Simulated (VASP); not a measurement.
# Cd3InO (Pmmm) in VASP: a series of runs

The runs below take Cd3InO through single point, relaxation of cell and atoms, with PBE.

Program: VASP 6.6.1. These are calculated values, not measurements. Logs are shortened: lines on timing, memory, paths and dates and some standing lists are left out, and cuts for length are marked.

### 1 The cell of the first run

It takes space group Pmmm (No. 47, orthorhombic). Conventional cell: a = 4.489 Å, b = 4.615 Å, c = 6.164 Å, α = 90.00°, β = 90.00°, γ = 90.00°. Cd (site symmetry mm2) has 3 Cd at 2.31 to 2.58 Å and 2 O at 2.52 Å and 2 In at 3.01 Å within 3.1 Å. Within 3.4 Å of Cd (site symmetry mmm) lie 4 Cd at 2.58 Å and 2 In at 3.08 Å and 4 O at 3.22 Å. Within 4.0 Å of In (site symmetry mmm) lie 6 Cd at 3.01 to 3.08 Å. Within 3.3 Å of O (site symmetry mmm) lie 8 Cd at 2.52 to 3.22 Å.

### 2 Single point, PBE

Contents of INCAR:

```
SYSTEM = Cd3InO
ALGO = Normal ; EDIFF = 1E-6
ENCUT = 520 ; GGA = PE
ISIF = 2 ; ISMEAR = 0
LASPH = .True. ; LCHARG = .True.
LELF = .True. ; LREAL = .False.
LVHAR = .True. ; LWAVE = .False.
NBANDS = 36 ; NELM = 80
PREC = Accurate ; SIGMA = 0.1
```

Contents of KPOINTS:

```
k-points
0
Gamma
  4 4 4
  0 0 0
```

Contents of POSCAR:

```
Cd3InO
1.0
    4.4894759700      0.0000000000      0.0000000000
    0.0000000000      4.6145095800      0.0000000000
    0.0000000000      0.0000000000      6.1641865400
Cd In O
3 1 1
Direct
    0.0000000000      0.0000000000      0.1875547700
    0.0000000000      0.0000000000      0.8124452300
    0.0000000000      0.5000000000      0.0000000000
    0.0000000000      0.5000000000      0.5000000000
    0.5000000000      0.0000000000      0.0000000000
```

Potentials or basis: VASP PAW PBE potentials, release 64 (Cd, In_d, O).

Launch:

```
$ cat potpaw_PBE.64/Cd/POTCAR potpaw_PBE.64/In_d/POTCAR potpaw_PBE.64/O/POTCAR > POTCAR
$ mpirun -np 1 vasp_std > vasp.out
```

OUTCAR:

```text
SYSTEM = Cd3InO
   EDIFF = 1E-6
   ENCUT = 520
   GGA = PE
   ISIF = 2
   ISMEAR = 0
   LASPH = .True.
   LREAL = .False.
   NELM = 80
   PREC = Accurate

 ion  position               nearest neighbor table
   1  0.000  0.000  0.188-   2 2.31   5 2.52   5 2.52   3 2.58   3 2.58   4 3.01   4 3.01
   2  0.000  0.000  0.812-   1 2.31   5 2.52   5 2.52   3 2.58   3 2.58   4 3.01   4 3.01
   3  0.000  0.500  0.000-   1 2.58   2 2.58   1 2.58   2 2.58   4 3.08   4 3.08
   4  0.000  0.500  0.500-   1 3.01   2 3.01   1 3.01   2 3.01   3 3.08   3 3.08
   5  0.500  0.000  0.000-   1 2.52   2 2.52   1 2.52   2 2.52

  LATTYP: Found a simple orthorhombic cell.
 ALAT       =     4.4894759700
 B/A-ratio  =     1.0278503796
 C/A-ratio  =     1.3730303005

  Lattice vectors:

 A1 = (   4.4894759700,   0.0000000000,   0.0000000000)
 A2 = (   0.0000000000,   4.6145095800,   0.0000000000)
 A3 = (   0.0000000000,   0.0000000000,   6.1641865400)

Analysis of symmetry for initial positions (statically):
=====================================================================
 Subroutine PRICEL returns:
 Original cell was already a primitive cell.

 Routine SETGRP: Setting up the symmetry group for a
 simple orthorhombic supercell.

 Subroutine GETGRP returns: Found  8 space group operations
 (whereof  8 operations were pure point group operations)
 out of a pool of  8 trial point group operations.

The static configuration has the point symmetry D_2h.

Analysis of symmetry for dynamics (positions and initial velocities):
=====================================================================
 Subroutine PRICEL returns:
 Original cell was already a primitive cell.

 Routine SETGRP: Setting up the symmetry group for a
 simple orthorhombic supercell.

 Subroutine GETGRP returns: Found  8 space group operations
 (whereof  8 operations were pure point group operations)
 out of a pool of  8 trial point group operations.

The dynamic configuration has the point symmetry D_2h.

 Subroutine INISYM returns: Found  8 space group operations
 (whereof  8 operations are pure point group operations),
 and found     1 'primitive' translations

----------------------------------------------------------------------------------------

                                     Primitive cell

[... 83 lines left out ...]
   ions per type =               3   1   1
   NGX,Y,Z   is equivalent  to a cutoff of  13.33, 12.97, 12.95 a.u.
   NGXF,Y,Z  is equivalent  to a cutoff of  26.66, 25.94, 25.89 a.u.
 SYSTEM =  Cd3InO
   PREC   = accura    normal or accurate (medium, high low for compatibility)
   ISTART =      0    job   : 0-new  1-cont  2-samecut
   ICHARG =      2    charge: 1-file 2-atom 10-const
   ISPIN  =      1    spin polarized calculation?
   LNONCOLLINEAR =      F non collinear calculations
   LSORBIT =      F    spin-orbit coupling
   LASPH  =      T    aspherical Exc in radial PAW
   ENCUT  =  520.0 eV  38.22 Ry    6.18 a.u.   8.35  8.58 11.46*2*pi/ulx,y,z
   NELM   =     80;   NELMIN=  2; NELMDL= -5     # of ELM steps
   EDIFF  = 0.1E-05   stopping-criterion for ELM
   LREAL  =      F    real-space projection
[... 7 lines left out ...]
   TEBEG  =    0.0;   TEEND  =   0.0 temperature during run
   PSTRESS=    0.0 pullay stress
   NELECT =      55.0000    total number of electrons
   NUPDOWN=      -1.0000    fix difference up-down
   EMIN   =  10.00;   EMAX   =-10.00  energy-range for DOS
   EFERMI =   0.00;   METHOD = LEGACY
   ISMEAR =     0;   SIGMA  =   0.10  broadening in eV -4-tet -1-fermi 0-gaus
   EFERMI_NEDOS =   21; number of points for ismear=-14 and -15
   IALGO  =     38    algorithm
   IMIX   =      4    mixing-type and parameters
     AMIX     =   0.40;   BMIX     =  1.00
     AMIX_MAG =   1.60;   BMIX_MAG =  1.00
  volume/ion in A,a.u.               =      25.54       172.35
  Fermi-wavevector in a.u.,A,eV,Ry     =   1.236318  2.336302 20.796251  1.528481
  Thomas-Fermi vector in A             =   2.370931
   LORBIT       =      0    0 simple, 1 ext, 2 COOP (PROOUT), +10 PAW based schemes
   GGA     = PE    functional components
   LHFCALC =     F    Hartree Fock is set to
   AEXX    =    0.0000 exact exchange contribution
   IVDW    =     0    specifies the selected vdW correction
   LEPSILON=     F    determine dielectric tensor
   LRPA    =     F    only Hartree local field effects (RPA)
 non-spin polarized calculation
 Gauss-broadening in eV      SIGMA  =   0.10
  energy-cutoff  :      520.00
  volume of cell :      127.70
 maximum number of plane-waves:      3465
 NGX is ok and might be reduce to    36
   NGX = 17   NGY = 17   NGZ = 23

 number of electron      54.9999991 magnetization

 Free energy of the ion-electron system (eV)
  ---------------------------------------------------
  ext. energy  EPLUGINS =         0.00000000
  ---------------------------------------------------
  free energy    TOTEN  =        -7.35767024 eV

  energy without entropy =       -7.34656669  energy(sigma->0) =       -7.35211847

 E-fermi :   2.1757     XC(G=0):  -9.1347

 val. band max:        2.1600836126   @ k =   0.5000   0.0000   0.5000
 cond. band min:       2.2007768409   @ k =   0.2500   0.0000   0.0000
 fundamental gap:      0.0406932283
 Fermi energy:         2.1756603184

 k-point     1 :       0.0000    0.0000    0.0000
  band No.  band energies     occupation
      1     -14.3334      2.00000
      2     -12.8566      2.00000
      3     -12.7783      2.00000
      4     -12.7593      2.00000
      5     -12.7501      2.00000
      6     -12.7276      2.00000
[... 925 lines left out ...]
     35       8.8692      0.00000
     36       9.1078      0.00000

 [... further k-points ...]
[... 5 lines left out ...]
  --------------------------------------------------------------------------------------
  -------------------------------------------------------------------------------------
  Total       -5.5063480     13.5930785     14.0201363     -0.0000000      0.0000000      0.0000000
  in kB      -69.0839654    170.5420312    175.9000015     -0.0000000      0.0000000      0.0000000
  external PRESSURE =      92.4526891 kB  Pullay stress =       0.0000000 kB

 VOLUME and BASIS-vectors are now :
 -----------------------------------------------------------------------------
  energy-cutoff  :      520.00
  volume of cell :      127.70
      direct lattice vectors                 reciprocal lattice vectors
     4.489475970  0.000000000  0.000000000     0.222743146  0.000000000  0.000000000
     0.000000000  4.614509580  0.000000000     0.000000000  0.216707753  0.000000000
     0.000000000  0.000000000  6.164186540     0.000000000  0.000000000  0.162227407

 POSITION                                       TOTAL-FORCE (eV/Angst)
 -----------------------------------------------------------------------------------
      0.00000      0.00000      1.15612         0.000000      0.000000      6.492364
      0.00000      0.00000      5.00806         0.000000      0.000000     -6.492364
      0.00000      2.30725      0.00000         0.000000      0.000000      0.000000
      0.00000      2.30725      3.08209         0.000000      0.000000      0.000000
      2.24474      0.00000      0.00000         0.000000      0.000000      0.000000
 -----------------------------------------------------------------------------------
    total drift:                               -0.000000      0.000000     -0.000000

  FREE ENERGIE OF THE ION-ELECTRON SYSTEM (eV)
  ---------------------------------------------------
  free  energy   TOTEN  =        -7.3576702432 eV

  energy  without entropy=       -7.3465666947  energy(sigma->0) =       -7.35211847
```

OSZICAR:

```text
N       E                     dE             d eps       ncg     rms          rms(c)
DAV:   1     0.525892428151E+03    0.52589E+03   -0.27063E+04  1952   0.164E+03
DAV:   2     0.402577267000E+02   -0.48563E+03   -0.46801E+03  1980   0.448E+02
DAV:   3    -0.932908706915E+01   -0.49587E+02   -0.48067E+02  2272   0.141E+02
DAV:   4    -0.113343225025E+02   -0.20052E+01   -0.19988E+01  2116   0.266E+01
DAV:   5    -0.113779504460E+02   -0.43628E-01   -0.43618E-01  2432   0.423E+00    0.144E+01
DAV:   6    -0.910315411060E+01    0.22748E+01   -0.27030E+01  2504   0.302E+01    0.169E+01
DAV:   7    -0.765154173935E+01    0.14516E+01   -0.24519E+01  2296   0.110E+01    0.678E+00
DAV:   8    -0.738116448973E+01    0.27038E+00   -0.23850E+00  2132   0.590E+00    0.317E+00
DAV:   9    -0.735825190495E+01    0.22913E-01   -0.18596E-01  2052   0.218E+00    0.584E-01
DAV:  10    -0.735824272198E+01    0.91830E-05   -0.52400E-02  2360   0.770E-01    0.427E-01
DAV:  11    -0.735816255027E+01    0.80172E-04   -0.20976E-02  2136   0.467E-01    0.195E-01
DAV:  12    -0.735765889021E+01    0.50366E-03   -0.27742E-03  2132   0.219E-01    0.394E-02
DAV:  13    -0.735766231440E+01   -0.34242E-05   -0.23232E-04  2140   0.784E-02    0.148E-02
DAV:  14    -0.735766904299E+01   -0.67286E-05   -0.10209E-05  1888   0.160E-02    0.753E-03
DAV:  15    -0.735767032132E+01   -0.12783E-05   -0.26403E-06  1580   0.831E-03    0.383E-03
DAV:  16    -0.735767024320E+01    0.78121E-07   -0.12885E-06  1312   0.438E-03
   1 F= -.73576702E+01 E0= -.73521185E+01  d E =-.111035E-01
```

Run time: 2.1 min. Hardware: 1 thread of Oxide Virtual Turin-like, shared host; peak memory 0.26 GiB.

Results:

```yaml
Free_energy: -7.3577 eV
Pressure: 9.2 GPa
Largest_force: 6.492 eV/Å
```

Forces on the atoms (eV/Å):
```
Cd   0.000  0.000  6.492
Cd   0.000  0.000 -6.492
Cd   0.000  0.000  0.000
In   0.000  0.000  0.000
O    0.000  0.000  0.000
```

Caveat: spin-orbit coupling is left out, which moves the levels of the heavy elements; an odd number of electrons without spin polarisation forces a metal; a magnetic or distorted state may lie lower.

### 3 Single point, PBE

This run uses another cell than the first one, of 22.40 Å³/atom, 0.877 times its volume.

Contents of INCAR:

```
PREC = Accurate ; ENCUT = 520
EDIFF = 1E-7 ; ISMEAR = 0
SIGMA = 0.1 ; LREAL = F
LASPH = T ; NELM = 60
ALGO = Normal ; ISIF = 2
LWAVE = F ; LCHARG = T
GGA = PE ; LELF = T
LVHAR = T ; NBANDS = 36
```

Contents of KPOINTS:

```
regular mesh
0
Gamma
  6 4 4
```

Contents of POSCAR:

```
Cd3InO
1.0
    3.1859801931      0.0000000000      0.0000000000
    0.0000000000      5.8660738394      0.0000000000
    0.0000000000      0.0000000000      5.9920467103
Cd In O
3 1 1
Direct
    0.0000000000      0.0000000000      0.2689897093
    0.0000000000      0.0000000000      0.7310102907
    0.0000000000      0.5000000000      0.0000000000
    0.0000000000      0.5000000000      0.5000000000
    0.5000000000      0.0000000000      0.0000000000
```

Potentials or basis: VASP PAW PBE potentials, release 64 (Cd, In_d, O).

Launch:

```
$ cat potpaw_PBE.64/Cd/POTCAR potpaw_PBE.64/In_d/POTCAR potpaw_PBE.64/O/POTCAR > POTCAR
$ mpirun -np 1 vasp_std > vasp.out
```

OUTCAR:

```text
PREC = Accurate
   ENCUT = 520
   EDIFF = 1E-7
   ISMEAR = 0
   LREAL = F
   LASPH = T
   NELM = 60
   ISIF = 2
   GGA = PE

 ion  position               nearest neighbor table
   1  0.000  0.000  0.269-   5 2.27   5 2.27   2 2.77   2 3.22   4 3.24   4 3.24   3 3.35   3 3.35

   2  0.000  0.000  0.731-   5 2.27   5 2.27   1 2.77   1 3.22   4 3.24   4 3.24   3 3.35   3 3.35

   3  0.000  0.500  0.000-   4 3.00   4 3.00   1 3.35   2 3.35   1 3.35   2 3.35
[... 1144 lines left out ...]
  --------------------------------------------------------------------------------------
  -------------------------------------------------------------------------------------
  Total        0.3241236      0.1758887      0.4188256      0.0000000      0.0000000      0.0000000
  in kB        4.6371958      2.5164173      5.9920860      0.0000000      0.0000000      0.0000000
  external PRESSURE =       4.3818997 kB  Pullay stress =       0.0000000 kB

 VOLUME and BASIS-vectors are now :
 -----------------------------------------------------------------------------
  energy-cutoff  :      520.00
  volume of cell :      111.99
      direct lattice vectors                 reciprocal lattice vectors
     3.185980193  0.000000000  0.000000000     0.313875147  0.000000000  0.000000000
     0.000000000  5.866073839  0.000000000     0.000000000  0.170471772  0.000000000
     0.000000000  0.000000000  5.992046710     0.000000000  0.000000000  0.166887885

 POSITION                                       TOTAL-FORCE (eV/Angst)
 -----------------------------------------------------------------------------------
      0.00000      0.00000      1.61180         0.000000      0.000000      0.087775
      0.00000      0.00000      4.38025         0.000000      0.000000     -0.087775
      0.00000      2.93304      0.00000         0.000000      0.000000      0.000000
      0.00000      2.93304      2.99602         0.000000      0.000000      0.000000
      1.59299      0.00000      0.00000         0.000000      0.000000      0.000000
 -----------------------------------------------------------------------------------
    total drift:                                0.000000      0.000000     -0.000000

  FREE ENERGIE OF THE ION-ELECTRON SYSTEM (eV)
  ---------------------------------------------------
  free  energy   TOTEN  =       -11.0051871911 eV

  energy  without entropy=      -11.0005722614  energy(sigma->0) =      -11.00287973
```

stdout:

```text
POSCAR found type information on POSCAR CdInO
 POSCAR found :  3 types and       5 ions
 scaLAPACK will be used
 LDA part: xc-table for (Slater+PW92), standard interpolation
 POSCAR, INCAR and KPOINTS ok, starting setup
 FFT: planning ... GRIDC
 FFT: planning ... GRID_SOFT
 FFT: planning ... GRID
 WAVECAR not read
 entering main loop
```

Wall time 2.2 min (1 thread of Oxide Virtual Turin-like, shared host); peak memory 0.27 GiB.

What came out:

- Free energy: -11.0052 eV
- Pressure: 0.4 GPa
- Largest force: 0.088 eV/Å

Forces on the atoms (eV/Å):
```
Cd   0.000  0.000  0.088
Cd   0.000  0.000 -0.088
Cd   0.000  0.000  0.000
In   0.000  0.000  0.000
O    0.000  0.000  0.000
```

Stress tensor (GPa, compression positive):
```
0.46 0.00 0.00
0.00 0.25 0.00
0.00 0.00 0.60
```

Caveat: spin-orbit coupling is left out, which moves the levels of the heavy elements; an odd number of electrons without spin polarisation forces a metal; a magnetic or distorted state may lie lower.

### 4 Single point, PBE

This run uses another cell than the first one, of 22.29 Å³/atom, 0.873 times its volume.

Contents of INCAR:

```
PREC = Accurate
ENCUT = 520
EDIFF = 1E-6
ISMEAR = 0
SIGMA = 0.1
LREAL = False
LASPH = True
NELM = 100
ALGO = Normal
ISIF = 2
LWAVE = False
LCHARG = True
GGA = PE
LELF = True
LVHAR = True
NBANDS = 36
```

Contents of KPOINTS:

```
regular mesh
0
Gamma
  4 4 4
```

Contents of POSCAR:

```
Cd3InO
1.0
    3.1967109816      0.0000000000      0.0000000000
    0.0000000000      5.8454150405      0.0000000000
    0.0000000000      0.0000000000      5.9645784392
Cd In O
3 1 1
Direct
    0.0000000000      0.0000000000      0.2692241474
    0.0000000000      0.0000000000      0.7307758526
    0.0000000000      0.5000000000      0.0000000000
    0.0000000000      0.5000000000      0.5000000000
    0.5000000000      0.0000000000      0.0000000000
```

Launch:

```
$ cat potpaw_PBE.64/Cd/POTCAR potpaw_PBE.64/In_d/POTCAR potpaw_PBE.64/O/POTCAR > POTCAR
$ mpirun -np 1 vasp_std > vasp.out
```

It took 93 s on 1 thread of Oxide Virtual Turin-like, shared host; peak memory 0.24 GiB.

It converged, with:

```
Free energy   : -11.1548 eV
Pressure      : 0.5 GPa
Largest force : 0.095 eV/Å
```

Forces on the atoms (eV/Å):
```
Cd   0.000  0.000  0.095
Cd   0.000  0.000 -0.095
Cd   0.000  0.000  0.000
In   0.000  0.000  0.000
O    0.000  0.000  0.000
```

Stress tensor (GPa, compression positive):
```
0.56 0.00 0.00
0.00 0.28 0.00
0.00 0.00 0.59
```

Levels at points of the mesh, in eV from the Fermi level:
```tsv
k point	band 25	band 26	band 27	band 28	band 29	band 30	band 31	band 32
(0.00, 0.00, 0.00)	-2.53	-1.82	-1.62	-0.89	-0.35	3.39	3.91	4.62
(0.50, 0.00, 0.00)	-1.99	-1.74	0.37	0.45	0.81	2.15	2.39	2.75
(0.00, 0.50, 0.00)	-2.70	-1.81	-1.67	-0.65	1.54	2.49	4.00	4.79
(0.50, 0.50, 0.00)	-2.38	-1.26	-0.95	0.71	1.06	1.90	2.74	2.75
(0.00, 0.00, 0.50)	-3.00	-1.69	-1.02	-0.93	0.91	2.28	4.22	4.39
(0.50, 0.00, 0.50)	-1.99	-0.62	-0.60	0.56	1.02	1.49	2.66	4.01
(0.00, 0.50, 0.50)	-2.12	-1.68	-1.52	-1.32	3.91	4.12	4.39	5.01
(0.50, 0.50, 0.50)	-2.28	-1.86	-1.50	-0.61	1.41	2.71	3.26	3.87
```

Caveat: the k points lie up to 0.49 Å⁻¹ apart; spin-orbit coupling is left out, which moves the levels of the heavy elements; an odd number of electrons without spin polarisation forces a metal; a magnetic or distorted state may lie lower.

[end of part 1 of 2]
